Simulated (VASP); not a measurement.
A run of VASP 6.6.1 is set up as follows.

The input INCAR:

```
PREC = Accurate ; ENCUT = 520
EDIFF = 1E-6 ; ISMEAR = 0
SIGMA = 0.01 ; LREAL = Auto
LASPH = True ; NELM = 80
ALGO = Normal ; ISIF = 2
LWAVE = False ; LCHARG = True
GGA = CA ; LELF = True
LVHAR = True ; NBANDS = 166
```

File KPOINTS:

```
Automatic mesh
0
Gamma
  3 3 3
```

POSCAR

```
BN
1.0
    9.9929600000      0.0000000000      0.0000000000
   -4.9964800000      8.6541572192      0.0000000000
    0.0000000000      0.0000000000      6.6357000000
B N
32 32
Direct
    0.0841999690      0.1683999380      0.2500000000
    0.1666666670      0.0833333330      0.7500000000
    0.0833333330      0.4166666670      0.2500000000
    0.1666666670      0.3333333330      0.7500000000
    0.0833333330      0.6666666670      0.2500000000
    0.1666666670      0.5833333330      0.7500000000
    0.0833333330      0.9166666670      0.2500000000
    0.1666666670      0.8333333330      0.7500000000
    0.3333333330      0.1666666670      0.2500000000
    0.4166666670      0.0833333330      0.7500000000
    0.3333333330      0.4166666670      0.2500000000
    0.4166666670      0.3333333330      0.7500000000
    0.3333333330      0.6666666670      0.2500000000
    0.4166666670      0.5833333330      0.7500000000
    0.3333333330      0.9166666670      0.2500000000
    0.4166666670      0.8333333330      0.7500000000
    0.5833333330      0.1666666670      0.2500000000
    0.6666666670      0.0833333330      0.7500000000
    0.5833333330      0.4166666670      0.2500000000
    0.6666666670      0.3333333330      0.7500000000
    0.5833333330      0.6666666670      0.2500000000
    0.6666666670      0.5833333330      0.7500000000
    0.5833333330      0.9166666670      0.2500000000
    0.6666666670      0.8333333330      0.7500000000
    0.8333333330      0.1666666670      0.2500000000
    0.9166666670      0.0833333330      0.7500000000
    0.8333333330      0.4166666670      0.2500000000
    0.9166666670      0.3333333330      0.7500000000
    0.8333333330      0.6666666670      0.2500000000
    0.9166666670      0.5833333330      0.7500000000
    0.8333333330      0.9166666670      0.2500000000
    0.9166666670      0.8333333330      0.7500000000
    0.0833333330      0.1666666670      0.7500000000
    0.1666666670      0.0833333330      0.2500000000
    0.0833333330      0.4166666670      0.7500000000
    0.1666666670      0.3333333330      0.2500000000
    0.0833333330      0.6666666670      0.7500000000
    0.1666666670      0.5833333330      0.2500000000
    0.0833333330      0.9166666670      0.7500000000
    0.1666666670      0.8333333330      0.2500000000
    0.3333333330      0.1666666670      0.7500000000
    0.4166666670      0.0833333330      0.2500000000
    0.3333333330      0.4166666670      0.7500000000
    0.4166666670      0.3333333330      0.2500000000
    0.3333333330      0.6666666670      0.7500000000
    0.4166666670      0.5833333330      0.2500000000
    0.3333333330      0.9166666670      0.7500000000
    0.4166666670      0.8333333330      0.2500000000
    0.5833333330      0.1666666670      0.7500000000
    0.6666666670      0.0833333330      0.2500000000
    0.5833333330      0.4166666670      0.7500000000
    0.6666666670      0.3333333330      0.2500000000
    0.5833333330      0.6666666670      0.7500000000
    0.6666666670      0.5833333330      0.2500000000
    0.5833333330      0.9166666670      0.7500000000
    0.6666666670      0.8333333330      0.2500000000
    0.8333333330      0.1666666670      0.7500000000
    0.9166666670      0.0833333330      0.2500000000
    0.8333333330      0.4166666670      0.7500000000
    0.9166666670      0.3333333330      0.2500000000
    0.8333333330      0.6666666670      0.7500000000
    0.9166666670      0.5833333330      0.2500000000
    0.8333333330      0.9166666670      0.7500000000
    0.9166666670      0.8333333330      0.2500000000
```

Potentials or basis: VASP PAW LDA potentials, release 64 (B, N).

Run with:

```console
$ cat potpaw_LDA.64/B/POTCAR potpaw_LDA.64/N/POTCAR > POTCAR
$ mpirun -np 1 vasp_std > vasp.out
```

Task: What does it give for the largest force?

Result: 0.780 eV/Å.

Task: Predict the pressure.

Result: -2.5 GPa.

Forces on the atoms (eV/Å):
```
B    0.000 -0.780  0.000
B    0.001 -0.004  0.000
B   -0.062  0.042  0.000
B    0.000 -0.006  0.000
B   -0.011  0.009  0.000
B   -0.002  0.004  0.000
B   -0.035  0.042  0.000
B   -0.002  0.004  0.000
B   -0.013 -0.042  0.000
B    0.000  0.000  0.000
B    0.062  0.042  0.000
B    0.005 -0.005  0.000
B    0.000  0.013  0.000
B    0.002  0.004  0.000
B   -0.005  0.005  0.000
B    0.000  0.004  0.000
B    0.000 -0.010  0.000
B    0.000  0.000  0.000
B    0.005  0.005  0.000
B    0.000 -0.002  0.000
B    0.011  0.009  0.000
B    0.002  0.001  0.000
B    0.005  0.005  0.000
B    0.002  0.004  0.000
B    0.013 -0.042  0.000
B   -0.001 -0.004  0.000
B   -0.005  0.005  0.000
B   -0.005 -0.005  0.000
B    0.000  0.013  0.000
B   -0.002  0.001  0.000
B    0.035  0.042  0.000
B    0.000  0.003  0.000
N    0.000  0.007  0.000
N   -0.088  0.171  0.000
N    0.003  0.000  0.000
N    0.000  0.351  0.000
N    0.002 -0.003  0.000
N    0.009 -0.020  0.000
N    0.001 -0.001  0.000
N    0.009 -0.006  0.000
N    0.000  0.003  0.000
N    0.013  0.002  0.000
N   -0.003  0.000  0.000
N   -0.020  0.017  0.000
N    0.000 -0.003  0.000
N   -0.009 -0.020  0.000
N    0.001 -0.001  0.000
N    0.000 -0.010  0.000
N    0.000  0.001  0.000
N   -0.013  0.002  0.000
N   -0.002  0.000  0.000
N    0.000  0.004  0.000
N   -0.002 -0.003  0.000
N   -0.005 -0.006  0.000
N   -0.001 -0.001  0.000
N   -0.009 -0.006  0.000
N    0.000  0.003  0.000
N    0.088  0.171  0.000
N    0.002  0.000  0.000
N    0.020  0.017  0.000
N    0.000 -0.003  0.000
N    0.005 -0.006  0.000
N   -0.001 -0.001  0.000
N    0.000 -0.019  0.000
```
